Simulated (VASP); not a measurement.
# SiC (I-4m2) in VASP: notebook

The runs below take SiC through single point, with PBE.

Everything below comes from runs of VASP 6.6.1. Logs are shortened: lines on timing, memory, paths and dates and some standing lists are left out, and cuts for length are marked.

## (1) The cell of the first run

It takes space group I-4m2 (No. 119, tetragonal). The conventional cell has a = 3.190 Å, b = 3.190 Å, c = 4.290 Å, α = 90.00°, β = 90.00°, γ = 90.00°. Within 2.5 Å of Si (site symmetry -4m2) lie 4 C at 1.92 Å. C (site symmetry -4m2) has 4 Si at 1.92 Å within 2.5 Å.

## (2) Single point, PBE (biaxial strain in the a-b plane: +3.0 %, then relaxed in part)

Contents of INCAR:

```
SYSTEM = SiC
PREC = Accurate
ENCUT = 520
EDIFF = 1E-6
ISMEAR = 0
SIGMA = 0.02
LREAL = .False.
LASPH = .True.
NELM = 60
ALGO = Normal
ISIF = 2
LWAVE = .False.
LCHARG = .True.
GGA = PE
LELF = .True.
LVHAR = .True.
NBANDS = 16
```

Contents of KPOINTS:

```
Automatic mesh
0
Gamma
  10 10 6
  0 0 0
```

Contents of POSCAR:

```
SiC
1.0
    2.2555588600      2.2555588600      0.0000000000
   -2.2555588600      2.2555588600      0.0000000000
    0.0000000000      0.0000000000      4.2896264655
Si C
2 2
Direct
    0.5000000000      0.0000000000      0.7500000000
    0.0000000000      0.5000000000      0.2500000000
    0.0000000000      0.0000000000      0.0000000000
    0.5000000000      0.5000000000      0.5000000000
```

Potentials or basis: VASP PAW PBE potentials, release 64 (Si, C).

Started as:

```
$ cat potpaw_PBE.64/Si/POTCAR potpaw_PBE.64/C/POTCAR > POTCAR
$ mpirun -np 1 vasp_std > vasp.out
```

OUTCAR:

```text
SYSTEM = SiC
   PREC = Accurate
   ENCUT = 520
   EDIFF = 1E-6
   ISMEAR = 0
   LREAL = .False.
   LASPH = .True.
   NELM = 60
   ISIF = 2
   GGA = PE

 ion  position               nearest neighbor table
   1  0.500  0.000  0.750-   3 1.92   4 1.92   4 1.92   3 1.92   2 3.11   2 3.11   2 3.11   2 3.11
                             2 3.11   2 3.11   2 3.11   2 3.11
   2  0.000  0.500  0.250-   3 1.92   4 1.92   3 1.92   4 1.92   1 3.11   1 3.11   1 3.11   1 3.11
                             1 3.11   1 3.11   1 3.11   1 3.11
   3  0.000  0.000  0.000-   1 1.92   2 1.92   2 1.92   1 1.92
   4  0.500  0.500  0.500-   1 1.92   2 1.92   1 1.92   2 1.92

  LATTYP: Found a simple tetragonal cell.
 ALAT       =     3.1898419305
 C/A-ratio  =     1.3447771265

  Lattice vectors:

 A1 = (   2.2555588600,   2.2555588600,   0.0000000000)
 A2 = (  -2.2555588600,   2.2555588600,   0.0000000000)
 A3 = (   0.0000000000,   0.0000000000,   4.2896264655)

Analysis of symmetry for initial positions (statically):
=====================================================================
 Subroutine PRICEL returns following result:

  LATTYP: Found a body centered tetragonal cell.
 ALAT       =     3.1898419305
 C/A-ratio  =     1.3447771265

  Lattice vectors:

 A1 = (   0.0000000000,  -2.2555588600,  -2.1448132327)
 A2 = (   0.0000000000,   2.2555588600,  -2.1448132328)
 A3 = (   2.2555588600,   0.0000000000,   2.1448132327)

   2 primitive cells build up your supercell.

 Routine SETGRP: Setting up the symmetry group for a
 simple tetragonal supercell.

 Subroutine GETGRP returns: Found  8 space group operations
 (whereof  8 operations were pure point group operations)
 out of a pool of 16 trial point group operations.

The static configuration has the point symmetry D_2d.

Analysis of symmetry for dynamics (positions and initial velocities):
=====================================================================
 Subroutine PRICEL returns following result:

  LATTYP: Found a body centered tetragonal cell.
 ALAT       =     3.1898419305
 C/A-ratio  =     1.3447771265

  Lattice vectors:

 A1 = (   0.0000000000,  -2.2555588600,  -2.1448132327)
 A2 = (   0.0000000000,   2.2555588600,  -2.1448132328)
 A3 = (   2.2555588600,   0.0000000000,   2.1448132327)

   2 primitive cells build up your supercell.

 Routine SETGRP: Setting up the symmetry group for a
 simple tetragonal supercell.

 Subroutine GETGRP returns: Found  8 space group operations
 (whereof  8 operations were pure point group operations)
 out of a pool of 16 trial point group operations.

The dynamic configuration has the point symmetry D_2d.

 Subroutine INISYM returns: Found  8 space group operations
 (whereof  8 operations are pure point group operations),
 and found     2 'primitive' translations

----------------------------------------------------------------------------------------

                                     Primitive cell

  volume of cell :      21.8237

  direct lattice vectors                    reciprocal lattice vectors
     0.000000000 -2.255558860 -2.144813233     0.221674552 -0.221674552 -0.233120531
     0.000000000  2.255558860 -2.144813233     0.221674552  0.221674552 -0.233120531
     2.255558860  0.000000000  2.144813233     0.443349104  0.000000000  0.000000000

  length of vectors
     3.112518205  3.112518205  3.112518205     0.390671724  0.390671724  0.443349104

  position of ions in fractional coordinates (direct lattice)
     0.250000000  0.750000000  0.500000000
     0.000000000  0.000000000  0.000000000

  ion indices of the primitive-cell ions
   primitive index   ion index
                 1           1
                 2           3

----------------------------------------------------------------------------------------

 KPOINTS: Automatic mesh

Automatic generation of k-mesh.
 Grid dimensions read from file:
 generate k-points for:   10   10    6

 Generating k-lattice:

  Cartesian coordinates                     Fractional coordinates (reciprocal lattice)
     0.022167455  0.022167455  0.000000000     0.100000000  0.000000000  0.000000000
    -0.022167455  0.022167455  0.000000000     0.000000000  0.100000000  0.000000000
     0.000000000  0.000000000  0.038853422     0.000000000  0.000000000  0.166666667

  Length of vectors
     0.031349516  0.031349516  0.038853422

  Shift w.r.t. Gamma in fractional coordinates (k-lattice)
     0.000000000  0.000000000  0.000000000

 Subroutine IBZKPT returns following result:
 ===========================================

 Found     84 irreducible k-points:

 Following reciprocal coordinates:
            Coordinates               Weight
  0.000000  0.000000  0.000000      1.000000
  0.100000  0.000000  0.000000      4.000000
  0.200000  0.000000  0.000000      4.000000
  0.300000  0.000000  0.000000      4.000000
  0.400000  0.000000  0.000000      4.000000
  0.500000  0.000000  0.000000      2.000000
[... 16 lines left out ...]
  0.100000  0.000000  0.166667      8.000000
  0.200000  0.000000  0.166667      8.000000
 [... further k-points ...]
   k-points           NKPTS =     84   k-points in BZ     NKDIM =     84   number of bands    NBANDS=     16
   number of dos      NEDOS =    301   number of ions     NIONS =      4
   total plane-waves  NPLWV =  18432
   dimension x,y,z NGX =    24 NGY =   24 NGZ =   32
   dimension x,y,z NGXF=    48 NGYF=   48 NGZF=   64
   ions per type =               2   2
   NGX,Y,Z   is equivalent  to a cutoff of  12.51, 12.51, 12.40 a.u.
   NGXF,Y,Z  is equivalent  to a cutoff of  25.02, 25.02, 24.80 a.u.
 SYSTEM =  SiC
   PREC   = accura    normal or accurate (medium, high low for compatibility)
   ISTART =      0    job   : 0-new  1-cont  2-samecut
   ICHARG =      2    charge: 1-file 2-atom 10-const
   ISPIN  =      1    spin polarized calculation?
   LNONCOLLINEAR =      F non collinear calculations
   LSORBIT =      F    spin-orbit coupling
   LASPH  =      T    aspherical Exc in radial PAW
   ENCUT  =  520.0 eV  38.22 Ry    6.18 a.u.   5.93  5.93  7.98*2*pi/ulx,y,z
   NELM   =     60;   NELMIN=  2; NELMDL= -5     # of ELM steps
   EDIFF  = 0.1E-05   stopping-criterion for ELM
   LREAL  =      F    real-space projection
   EDIFFG = 0.1E-04   stopping-criterion for IOM
   NSW    =      0    number of steps for IOM
   IBRION =     -1    ionic relax: 0-MD 1-quasi-New 2-CG
   NFREE  =      0    steps in history (QN), initial steepest desc. (CG)
   ISIF   =      2    stress and relaxation
   ISYM   =      2    0-nonsym 1-usesym 2-fastsym
   POTIM  = 0.5000    time-step for ionic-motion
   TEBEG  =    0.0;   TEEND  =   0.0 temperature during run
   PSTRESS=    0.0 pullay stress
   NELECT =      16.0000    total number of electrons
   NUPDOWN=      -1.0000    fix difference up-down
   EMIN   =  10.00;   EMAX   =-10.00  energy-range for DOS
   EFERMI =   0.00;   METHOD = LEGACY
   ISMEAR =     0;   SIGMA  =   0.02  broadening in eV -4-tet -1-fermi 0-gaus
   EFERMI_NEDOS =   21; number of points for ismear=-14 and -15
   IALGO  =     38    algorithm
   IMIX   =      4    mixing-type and parameters
     AMIX     =   0.40;   BMIX     =  1.00
     AMIX_MAG =   1.60;   BMIX_MAG =  1.00
  volume/ion in A,a.u.               =      10.91        73.64
  Fermi-wavevector in a.u.,A,eV,Ry     =   1.171644  2.214086 18.677383  1.372749
  Thomas-Fermi vector in A             =   2.308084
   LORBIT       =      0    0 simple, 1 ext, 2 COOP (PROOUT), +10 PAW based schemes
   GGA     = PE    functional components
   LHFCALC =     F    Hartree Fock is set to
   AEXX    =    0.0000 exact exchange contribution
   IVDW    =     0    specifies the selected vdW correction
   LEPSILON=     F    determine dielectric tensor
   LRPA    =     F    only Hartree local field effects (RPA)
 non-spin polarized calculation
 Gauss-broadening in eV      SIGMA  =   0.02
  energy-cutoff  :      520.00
  volume of cell :       43.65
 maximum number of plane-waves:      1196
 NGX is ok and might be reduce to    24
   NGX = 11   NGY = 11   NGZ = 15

 number of electron      16.0000001 magnetization

 Free energy of the ion-electron system (eV)
  ---------------------------------------------------
  ext. energy  EPLUGINS =         0.00000000
  ---------------------------------------------------
  free energy    TOTEN  =       -30.02722585 eV

  energy without entropy =      -30.02722585  energy(sigma->0) =      -30.02722585

 E-fermi :   7.8650     XC(G=0): -11.1281

 val. band max:        7.7373492869   @ k =   0.0000   0.0000   0.0000
 cond. band min:       8.6550115491   @ k =   0.0000   0.0000   0.0000
 fundamental gap:      0.9176622622
 Fermi energy:         7.8650036967

 k-point     1 :       0.0000    0.0000    0.0000
  band No.  band energies     occupation
      1      -7.4673      2.00000
      2      -2.4524      2.00000
      3       0.2982      2.00000
      4       4.1091      2.00000
      5       4.1091      2.00000
      6       7.4259      2.00000
[... 8 lines left out ...]
     15      20.8125      0.00000
     16      20.8125      0.00000

 k-point     2 :       0.1000    0.0000    0.0000
  band No.  band energies     occupation
      1      -7.3462      2.00000
      2      -2.4400      2.00000
      3       0.3757      2.00000
      4       3.5067      2.00000
      5       4.2020      2.00000
      6       6.8476      2.00000
[... 8 lines left out ...]
     15      20.1615      0.00000
     16      20.4715      0.00000

 k-point     3 :       0.2000    0.0000    0.0000
  band No.  band energies     occupation
      1      -6.9858      2.00000
      2      -2.4880      2.00000
      3       0.5539      2.00000
      4       2.5584      2.00000
      5       4.4742      2.00000
      6       5.5946      2.00000
[... 8 lines left out ...]
     15      19.0414      0.00000
     16      19.3723      0.00000
[... 362 lines left out ...]
 k-point    23 :       0.1000    0.0000    0.1667
  band No.  band energies     occupation
      1      -7.1622      2.00000
      2      -3.2421      2.00000
      3       1.1824      2.00000
      4       3.7731      2.00000
      5       4.3529      2.00000
      6       6.0936      2.00000
[... 8 lines left out ...]
     15      19.7511      0.00000
     16      19.7820      0.00000

 k-point    24 :       0.2000    0.0000    0.1667
  band No.  band energies     occupation
      1      -6.8053      2.00000
      2      -3.1160      2.00000
      3       0.8349      2.00000
      4       3.2027      2.00000
      5       4.6165      2.00000
      6       4.7110      2.00000
[... 8 lines left out ...]
     15      18.6626      0.00000
     16      18.7551      0.00000

 [... further k-points ...]
[... 5 lines left out ...]
  --------------------------------------------------------------------------------------
  -------------------------------------------------------------------------------------
  Total       -3.1627416     -3.1627416     -0.0071122      0.0000000      0.0000000      0.0000000
  in kB     -116.0957959   -116.0957959     -0.2610716      0.0000000      0.0000000      0.0000000
  external PRESSURE =     -77.4842211 kB  Pullay stress =       0.0000000 kB

 VOLUME and BASIS-vectors are now :
 -----------------------------------------------------------------------------
  energy-cutoff  :      520.00
  volume of cell :       43.65
      direct lattice vectors                 reciprocal lattice vectors
     2.255558860  2.255558860  0.000000000     0.221674552  0.221674552  0.000000000
    -2.255558860  2.255558860  0.000000000    -0.221674552  0.221674552  0.000000000
     0.000000000  0.000000000  4.289626465     0.000000000  0.000000000  0.233120531

 POSITION                                       TOTAL-FORCE (eV/Angst)
 -----------------------------------------------------------------------------------
      1.12778      1.12778      3.21722         0.000000     -0.000000     -0.000000
     -1.12778      1.12778      1.07241         0.000000      0.000000     -0.000000
      0.00000      0.00000      0.00000        -0.000000      0.000000     -0.000000
      0.00000      2.25556      2.14481         0.000000      0.000000      0.000000
 -----------------------------------------------------------------------------------
    total drift:                               -0.000000      0.000000     -0.000000

  FREE ENERGIE OF THE ION-ELECTRON SYSTEM (eV)
  ---------------------------------------------------
  free  energy   TOTEN  =       -30.0272258463 eV

  energy  without entropy=      -30.0272258463  energy(sigma->0) =      -30.02722585
```

It took 58 s on 1 thread of Intel Xeon 8259CL, shared host; peak memory 0.17 GiB.

What came out:

| Item | Value |
| --- | --- |
| Free energy | -30.0272 eV |
| Pressure | -7.7 GPa |
| Band gap on the k mesh | 0.92 eV |

Stress tensor (GPa, compression positive):
```
-11.61   0.00   0.00
  0.00 -11.61   0.00
  0.00   0.00  -0.03
```

Caveat: the cell differs from its parent crystal (biaxial strain in the a-b plane: +3.0 %, then relaxed in part). A k mesh can miss the band edges.

## (3) Single point, PBE (biaxial strain in the a-b plane: +3.0 %)

Contents of INCAR:

```
SYSTEM = SiC
ALGO = Normal
EDIFF = 1E-6
ENCUT = 520
GGA = PE
ISIF = 2
ISMEAR = 0
LASPH = .TRUE.
LCHARG = .FALSE.
LREAL = .FALSE.
LWAVE = .FALSE.
NBANDS = 16
NELM = 100
PREC = Accurate
SIGMA = 0.02
```

Contents of KPOINTS:

```
k-points
0
G
  10 10 6
  0 0 0
```

Edit POSCAR of step 2 so:

```diff
@@ -4,3 +4,3 @@
    -2.2555588600      2.2555588600      0.0000000000
-    0.0000000000      0.0000000000      4.2896264655
+    0.0000000000      0.0000000000      4.3008908748
 Si C
```

Potentials or basis: VASP PAW PBE potentials, release 64 (Si, C).

Started as:

```
$ cat potpaw_PBE.64/Si/POTCAR potpaw_PBE.64/C/POTCAR > POTCAR
$ mpirun -np 1 vasp_std > vasp.out
```

OUTCAR:

```text
SYSTEM = SiC
   EDIFF = 1E-6
   ENCUT = 520
   GGA = PE
   ISIF = 2
   ISMEAR = 0
   LASPH = .TRUE.
   LREAL = .FALSE.
   NELM = 100
   PREC = Accurate

 ion  position               nearest neighbor table
   1  0.500  0.000  0.750-   3 1.92   4 1.92   4 1.92   3 1.92   2 3.12   2 3.12   2 3.12   2 3.12
                             2 3.12   2 3.12   2 3.12   2 3.12
   2  0.000  0.500  0.250-   3 1.92   4 1.92   3 1.92   4 1.92   1 3.12   1 3.12   1 3.12   1 3.12
                             1 3.12   1 3.12   1 3.12   1 3.12
   3  0.000  0.000  0.000-   1 1.92   2 1.92   2 1.92   1 1.92
[... 678 lines left out ...]
  --------------------------------------------------------------------------------------
  -------------------------------------------------------------------------------------
  Total       -3.2454798     -3.2454798     -0.2321387      0.0000000      0.0000000      0.0000000
  in kB     -118.8208761   -118.8208761     -8.4988727      0.0000000      0.0000000      0.0000000
  external PRESSURE =     -82.0468750 kB  Pullay stress =       0.0000000 kB

 VOLUME and BASIS-vectors are now :
 -----------------------------------------------------------------------------
  energy-cutoff  :      520.00
  volume of cell :       43.76
      direct lattice vectors                 reciprocal lattice vectors
     2.255558860  2.255558860  0.000000000     0.221674552  0.221674552  0.000000000
    -2.255558860  2.255558860  0.000000000    -0.221674552  0.221674552  0.000000000
     0.000000000  0.000000000  4.300890875     0.000000000  0.000000000  0.232509968

 POSITION                                       TOTAL-FORCE (eV/Angst)
 -----------------------------------------------------------------------------------
      1.12778      1.12778      3.22567        -0.000000     -0.000000      0.000000
     -1.12778      1.12778      1.07522        -0.000000     -0.000000      0.000000
      0.00000      0.00000      0.00000        -0.000000     -0.000000      0.000000
      0.00000      2.25556      2.15045         0.000000      0.000000     -0.000000
 -----------------------------------------------------------------------------------
    total drift:                               -0.000000      0.000000     -0.000000

  FREE ENERGIE OF THE ION-ELECTRON SYSTEM (eV)
  ---------------------------------------------------
  free  energy   TOTEN  =       -30.0269466150 eV

  energy  without entropy=      -30.0269466150  energy(sigma->0) =      -30.02694661
```

OSZICAR:

```text
N       E                     dE             d eps       ncg     rms          rms(c)
DAV:   1     0.202020396906E+02    0.20202E+02   -0.69506E+03  2688   0.894E+02
DAV:   2    -0.309350780559E+02   -0.51137E+02   -0.46268E+02  3888   0.146E+02
DAV:   3    -0.334141247326E+02   -0.24790E+01   -0.24666E+01  3368   0.289E+01
DAV:   4    -0.334336147539E+02   -0.19490E-01   -0.19486E-01  3432   0.317E+00
DAV:   5    -0.334338133575E+02   -0.19860E-03   -0.19860E-03  3328   0.307E-01    0.117E+01
DAV:   6    -0.300755601143E+02    0.33583E+01   -0.61382E+00  3424   0.152E+01    0.517E+00
DAV:   7    -0.300439802751E+02    0.31580E-01   -0.99102E-01  3512   0.576E+00    0.238E+00
DAV:   8    -0.300284654736E+02    0.15515E-01   -0.46180E-02  3216   0.140E+00    0.553E-01
DAV:   9    -0.300266225824E+02    0.18429E-02   -0.76223E-03  3448   0.581E-01    0.132E-01
DAV:  10    -0.300269268279E+02   -0.30425E-03   -0.12183E-03  3432   0.201E-01    0.627E-02
DAV:  11    -0.300269445928E+02   -0.17765E-04   -0.11890E-04  3304   0.757E-02    0.162E-02
DAV:  12    -0.300269461217E+02   -0.15289E-05   -0.85897E-06  3112   0.185E-02    0.504E-03
DAV:  13    -0.300269466150E+02   -0.49329E-06   -0.26977E-07  2016   0.358E-03
   1 F= -.30026947E+02 E0= -.30026947E+02  d E =-.327443E-26
```

Wall time 57 s (1 thread of Intel Xeon 8259CL, shared host); peak memory 0.18 GiB.

What came out:

```
Free energy            : -30.0269 eV
Pressure               : -8.2 GPa
Band gap on the k mesh : 0.94 eV
```

Caveat: the cell differs from its parent crystal (biaxial strain in the a-b plane: +3.0 %). A k mesh can miss the band edges.
